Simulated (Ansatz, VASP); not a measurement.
## Two plane-wave programs on Ni

```
Ni
1.0
     2.41828    0.00000    0.00000
    -1.20914    2.09429    0.00000
     0.00000    0.00000    7.92862
Ni
4
Direct
  0.00000 0.00000 0.00000
  0.00000 0.00000 0.50000
  0.33333 0.66667 0.25000
  0.66667 0.33333 0.75000
```

Alike in both runs: functional LDA; k mesh 14 × 14 × 4; occupations fermi-dirac, width 0.05 eV; collinear spin.

Ansatz relaxed the structure, and its values are those at the end. VASP's run is a single point on that final structure, the one shown.

|  | VASP | Ansatz |
| --- | --- | --- |
| version | VASP 6.6.1 | Ansatz 0.2.0 |
| potentials or method | VASP PAW LDA potentials, release 64 (Ni), cutoff 520 eV | plane waves (420 eV) with PAW, scalar-relativistic |
| valence electrons in the cell | 40 | 72 |

|  | VASP | Ansatz | Ansatz less VASP |
| --- | --- | --- | --- |
| pressure (GPa) | -0.2 | 0.0 | +0.18 |
| net moment per atom (μB) | 0.55 | 0.56 | +0.016 |
| size of the moment on the site where the two differ most (μB) | 0.55 | 0.60 | +0.042 |

Ansatz warns that its potentials were made for another functional, while VASP's fit it. LDA's correlation is that of Perdew and Zunger in VASP and of Perdew and Wang (1992) in Ansatz. Site moments also hang on the region over which each program counts them. VASP's potentials hold 40 valence electrons a cell and Ansatz's 72, so a difference there can come from the potentials and not from the codes.
